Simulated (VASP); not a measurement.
The system is Ta.

```
Ta
1.0
    -1.65128    1.65128    1.65128
     1.65128   -1.65128    1.65128
     1.65128    1.65128   -1.65128
Ta
1
Direct
  0.00000 0.00000 0.00000
```

- Program: VASP 6.6.1
- Task: relaxation of cell and atoms
- Functional: PBEsol
- Dispersion: D3(BJ)
- Potentials or basis: VASP PAW PBE potentials, release 64 (Ta_pv)
- Cutoff: 600 eV
- k mesh: 11 × 11 × 11
- Occupations: fermi-dirac, width 0.05 eV
- Spin: no spin polarisation

At the start: pressure -10.7 GPa; volume 18.01 Å³/atom.

Task: Where does the relaxation end?

Result: Over 4 steps the energy falls by 31.7 meV/atom and the volume is 17.11 Å³/atom (-5.0 %); space group Im-3m (No. 229, to 0.05 Å).

Step by step:
```tsv
step	energy change (eV)	largest force (eV/Å)	pressure (GPa)	volume (Å³)
1	0.0000	0.0000	-10.66	18.01
2	0.1846	0.0000	37.65	15.06
3	-0.0316	0.0000	-0.63	17.15
4	-0.0317	0.0000	-0.08	17.11
```

Final structure:
```
Ta
1.0
    -1.62326    1.62326    1.62326
     1.62326   -1.62326    1.62326
     1.62326    1.62326   -1.62326
Ta
1
Direct
  0.00000 0.00000 0.00000
```

Caveat: the PAW data sets were made with another functional, which shifts forces and pressure a little; pairwise dispersion overbinds metals, which lowers pressure and volume.
